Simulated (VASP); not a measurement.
Write the native input for VASP 6.6.1 that does the following.

```yaml
Task: single point
Functional: PBE
Potentials_or_basis: VASP PAW PBE potentials, release 64 (Te, Sn_d)
Cutoff: 520 eV
k_mesh: 8 × 8 × 8
Occupations: gaussian, width 0.02 eV
Spin: no spin polarisation
Dipole_correction: no
Further_INCAR_settings: ALGO = Normal; EDIFF = 1e-06; NBANDS = 24
```

The structure of SnTe3 lies in POSCAR:

```
SnTe3
1.0
    0.0000000000      3.8612190000      3.8612190000
    3.8612190000      0.0000000000      3.8612190000
    3.8612190000      3.8612190000      0.0000000000
Te Sn
3 1
Direct
    0.5000000000      0.5000000000      0.5000000000
    0.7500000000      0.7500000000      0.7500000000
    0.2500000000      0.2500000000      0.2500000000
    0.0000000000      0.0000000000      0.0000000000
```

One way to write it, as run:

INCAR

```
  PREC = Accurate
  ENCUT = 520
  EDIFF = 1E-6
  ISMEAR = 0
  SIGMA = 0.02
  LREAL = False
  LASPH = True
  NELM = 100
  ALGO = Normal
  ISIF = 2
  LWAVE = False
  LCHARG = False
  GGA = PE
  NBANDS = 24
```

KPOINTS

```
Automatic mesh
0
Gamma
  8 8 8
```

Potentials or basis: VASP PAW PBE potentials, release 64 (Te, Sn_d).

The run is started by

```console
$ cat potpaw_PBE.64/Te/POTCAR potpaw_PBE.64/Sn_d/POTCAR > POTCAR
$ mpirun -np 1 vasp_std > vasp.out
```

Results of the run:

```yaml
Pressure: 0.0 GPa
Band_gap_on_the_k_mesh: zero (bands 16 and 17 overlap by 2.23 eV)
```

Caveat: spin-orbit coupling is left out, which moves the levels of the heavy elements.

It took 43 s on 1 thread of Intel(R) Xeon(R) 6975P-C (Granite Rapids), on a shared host, peak memory 0.29 GiB.
